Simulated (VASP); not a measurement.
# NaH: single point with PBE+D4

Slab: NaH, a slab with vacuum.

```
CELL_PARAMETERS angstrom
3.45068 0.00000 0.00000
0.00000 3.45068 0.00000
0.00000 0.00000 18.44000
ATOMIC_POSITIONS crystal
Na 0.00000 0.00000 0.43384
Na 0.50000 0.50000 0.56616
H 0.50000 0.50000 0.43384
H 0.00000 0.00000 0.56616
```

```json
{
 "Program": "VASP 6.6.1",
 "Task": "single point",
 "Functional": "PBE",
 "Dispersion": "D4",
 "Potentials or basis": "VASP PAW PBE potentials, release 64 (Na_pv, H)",
 "Cutoff": "520 eV",
 "k mesh": "4 × 4 × 1",
 "Occupations": "fermi-dirac, width 0.1 eV",
 "Spin": "no spin polarisation",
 "Dipole correction": "yes",
 "Further INCAR settings": "ALGO = Normal; EDIFF = 1e-06; NBANDS = 16"
}
```

- Largest force: 0.071 eV/Å
- Band gap on the k mesh: 3.07 eV, indirect (least direct gap 4.42 eV)
- Dispersion energy per atom: -0.038 eV

Forces on the atoms (eV/Å):
```
Na   0.000  0.000  0.071
Na   0.000  0.000 -0.071
H    0.000  0.000  0.002
H    0.000  0.000 -0.002
```

Levels at points of the mesh, in eV from the valence-band top:
```csv
k point,band 4,band 5,band 6,band 7,band 8,band 9,band 10,band 11,band 12,band 13
"(0.00, 0.00, 0.00)",-22.58,-22.57,-22.57,-2.96,-1.35,3.07,3.57,4.39,5.47,6.07
"(0.50, 0.00, 0.00)",-22.61,-22.57,-22.57,-0.92,-0.92,3.96,3.96,6.12,6.12,7.10
"(0.50, 0.50, 0.00)",-22.62,-22.60,-22.60,0.00,0.00,5.12,5.12,7.05,7.05,8.09
```

It took 66 s on 1 thread of Intel Xeon 8259CL (shared host), peak memory 0.32 GiB.

Caveat: the k points lie up to 0.46 Å⁻¹ apart.
